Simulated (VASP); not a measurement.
Wanted: the native input for a VASP 6.6.1 run.

```yaml
Task: single point
Functional: r2SCAN
Potentials_or_basis: VASP PAW PBE potentials, release 64 (Se)
Cutoff: 520 eV
k_mesh: 5 × 5 × 5
Occupations: fermi-dirac, width 0.1 eV
Spin: no spin polarisation
Dipole_correction: no
Further_INCAR_settings: ALGO = Normal; EDIFF = 1e-06; NBANDS = 13
```

The system is Se.

```
Se
1.0
     0.00000    3.06176    3.06176
     3.06176    0.00000    3.06176
     3.06176    3.06176    0.00000
Se
2
Direct
  0.50000 0.50000 0.50000
  0.75000 0.75000 0.75000
```

One way to write it, as run:

POSCAR

```
Se
1.0
    0.0000000000      3.0617620151      3.0617620151
    3.0617620151      0.0000000000      3.0617620151
    3.0617620151      3.0617620151      0.0000000000
Se
2
Direct
    0.5000000000      0.5000000000      0.5000000000
    0.7500000000      0.7500000000      0.7500000000
```

INCAR.step1

```
SYSTEM = Se
PREC = Accurate
ENCUT = 520
ISMEAR = -1
SIGMA = 0.1
LREAL = .False.
LASPH = .True.
NELM = 80
NBANDS = 13
GGA = PE
ALGO = Normal
EDIFF = 1E-4
LWAVE = .True.
LCHARG = .False.
```

INCAR.step2

```
SYSTEM = Se
PREC = Accurate
ENCUT = 520
EDIFF = 1E-6
ISMEAR = -1
SIGMA = 0.1
LREAL = .False.
LASPH = .True.
NELM = 80
ALGO = Normal
ISIF = 2
LWAVE = .False.
LCHARG = .True.
METAGGA = R2SCAN
LMIXTAU = .True.
LELF = .True.
LVHAR = .True.
NBANDS = 13
ISTART = 1
```

KPOINTS

```
regular mesh
0
Gamma
  5 5 5
  0 0 0
```

Potentials or basis: VASP PAW PBE potentials, release 64 (Se).

Launch:

```bash
$ cat potpaw_PBE.64/Se/POTCAR > POTCAR
$ cp INCAR.step1 INCAR
$ mpirun -np 1 vasp_std > vasp.out
$ cp INCAR.step2 INCAR
$ mpirun -np 1 vasp_std > vasp.out
```

It gave:

| Quantity | Value |
| --- | --- |
| Pressure | 3.9 GPa |
| Band gap on the k mesh | zero (band 6 reaches 2.93 eV, above the bottom of band 7 at 1.77 eV) |

Caveat: the PAW data sets were made with another functional, which shifts forces and pressure a little.

It took 54 s on 1 thread of AMD EPYC 7R13, on a shared host, peak memory 0.15 GiB.
